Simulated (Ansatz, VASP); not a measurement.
## Two plane-wave programs on Rh

```xyz
1
Lattice="0.0000 1.9030 1.9030 1.9030 0.0000 1.9030 1.9030 1.9030 0.0000" Properties=species:S:1:pos:R:3 pbc="T T T"
Rh    0.0000    0.0000    0.0000
```

Alike in both runs: task single point; functional PBEsol; k mesh 8 × 8 × 8; occupations gaussian, width 0.1 eV; no spin polarisation.

```csv
,VASP,Ansatz
version,VASP 6.6.1,Ansatz 0.2.0
potentials or method,"VASP PAW PBE potentials, release 64 (Rh_pv), cutoff 520 eV","scalar-relativistic, plane waves, PAW"
valence electrons in the cell,15,17
```

VASP gave:

- gap on the k mesh at the Fermi level (eV): none
- pressure (GPa): -4.9

Estimate Ansatz's values.

gap on the k mesh at the Fermi level (eV): none; pressure (GPa): -4.8.

VASP's potentials were made for PBE, not for PBEsol, and Ansatz warns of the same on its side. A gap of «none» marks a metal or a gap that the smearing closes. VASP's potentials hold 15 valence electrons a cell and Ansatz's 17, so a difference there can come from the potentials and not from the codes.
